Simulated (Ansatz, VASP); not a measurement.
**One calculation of InP, two programs**

```
In P
1.0
     0.00000    2.96906    2.96906
     2.96906    0.00000    2.96906
     2.96906    2.96906    0.00000
In P
1 1
Direct
  0.00000 0.00000 0.00000
  0.75000 0.75000 0.75000
```

Change from the starting cell: volume scaled by 1.04.

Alike in both runs: task single point; functional LDA; k mesh 8 × 8 × 8; occupations fermi-dirac, width 0.05 eV; no spin polarisation.

|  | VASP | Ansatz |
| --- | --- | --- |
| version | VASP 6.6.1 | Ansatz 0.2.0 |
| potentials or method | VASP PAW LDA potentials, release 64 (In_d, P), cutoff 520 eV | all-electron LAPW, scalar-relativistic |

```csv
,VASP,Ansatz,Ansatz less VASP
gap on the k mesh at the Fermi level (eV),0.30,0.27,-0.031
least direct gap on the mesh (eV),0.30,0.27,-0.031
pressure (GPa),-3.5,-3.5,0.00
```

LDA's correlation is that of Perdew and Zunger in VASP and of Perdew and Wang (1992) in Ansatz. Ansatz ran all-electron here, and VASP with PAW potentials.
